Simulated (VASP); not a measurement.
A run of VASP 6.6.1:

File POSCAR:

```
Na
1.0
    3.7670000000      0.0000000000      0.0000000000
   -1.8835000000      3.2623176961      0.0000000000
    0.0000000000      0.0000000000      6.1540000000
Na
2
Direct
    0.3333333333      0.6666666667      0.2500000000
    0.6666666667      0.3333333333      0.7500000000
```

Contents of INCAR.step1:

```
SYSTEM = Na
PREC     = Accurate       ! precision mode
ENCUT    = 520            ! plane-wave cutoff, eV
ISMEAR   = -1             ! smearing method
SIGMA    = 0.08           ! smearing width, eV
LREAL    = .False.        ! projectors in reciprocal space
LASPH    = .True.         ! aspherical terms in the spheres
NELM     = 80             ! most SCF steps
NBANDS   = 14             ! bands
GGA      = PE             ! functional
ALGO     = Normal         ! electronic algorithm
EDIFF    = 1E-4           ! SCF threshold, eV
LWAVE    = .True.         ! write WAVECAR
LCHARG   = .False.        ! write CHGCAR
```

Contents of INCAR.step2:

```
SYSTEM = Na
PREC     = Accurate       ! precision mode
ENCUT    = 520            ! plane-wave cutoff, eV
EDIFF    = 1E-6           ! SCF threshold, eV
ISMEAR   = -1             ! smearing method
SIGMA    = 0.08           ! smearing width, eV
LREAL    = .False.        ! projectors in reciprocal space
LASPH    = .True.         ! aspherical terms in the spheres
NELM     = 80             ! most SCF steps
ALGO     = Normal         ! electronic algorithm
ISIF     = 2              ! what is computed and relaxed
LWAVE    = .False.        ! write WAVECAR
LCHARG   = .False.        ! write CHGCAR
METAGGA  = R2SCAN         ! meta-GGA
LMIXTAU  = .True.       
NBANDS   = 14             ! bands
ISTART   = 1
```

KPOINTS

```
regular mesh
0
Gamma
  14 14 8
  0 0 0
```

Potentials or basis: VASP PAW PBE potentials, release 64 (Na_pv).

The run is started by

```sh
$ cat potpaw_PBE.64/Na_pv/POTCAR > POTCAR
$ cp INCAR.step1 INCAR
$ mpirun -np 1 vasp_std > vasp.out
$ cp INCAR.step2 INCAR
$ mpirun -np 1 vasp_std > vasp.out
```

Hardware: 1 thread of Intel(R) Xeon(R) 6975P-C (Granite Rapids), on a shared host.

Problem. How long does it take, and how much memory?

Solution. Wall time 2.4 min on 1 thread of Intel(R) Xeon(R) 6975P-C (Granite Rapids) (shared host), peak memory 0.24 GiB. Counts: k points 120.
